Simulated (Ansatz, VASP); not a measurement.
## SnO2 in VASP and in Ansatz

```
Sn O
1.0
     4.76482    0.00000    0.00000
     0.00000    4.76482    0.00000
     0.00000    0.00000    3.20750
Sn O
2 4
Direct
  0.50000 0.50000 0.50000
  0.00000 0.00000 0.00000
  0.19403 0.80597 0.50000
  0.80597 0.19403 0.50000
  0.30597 0.30597 0.00000
  0.69403 0.69403 0.00000
```

Alike in both runs: task electric field gradients; functional r2SCAN; k mesh 7 × 7 × 10; occupations fermi-dirac, width 0.01 eV; no spin polarisation.

```csv
,VASP,Ansatz
version,VASP 6.6.1,Ansatz 0.2.0
potentials or method,"VASP PAW PBE potentials, release 64 (Sn_d, O)","plane-wave PAW, scalar-relativistic"
plane-wave cutoff (eV),520,500
valence electrons in the cell,52,52
```

VASP gave:

- gap on the k mesh at the Fermi level (eV): 1.74
- pressure (GPa): 0.2
- traceless stress, the component that is largest in VASP (GPa): 0.01
- rms of the force components (eV/Å): 0.009
- size of Vzz on the site where it differs most (V/Å²): 53.4

Problem. What did Ansatz give for the same quantities?

Solution. gap on the k mesh at the Fermi level (eV): 1.72; pressure (GPa): -0.9; traceless stress, the component that is largest in VASP (GPa): -0.32; rms of the force components (eV/Å): 0.004; size of Vzz on the site where it differs most (V/Å²): 54.5.

VASP's potentials were made for PBE, not for r2SCAN. Atom by atom the forces differ by 0.013 eV/Å (rms over components).
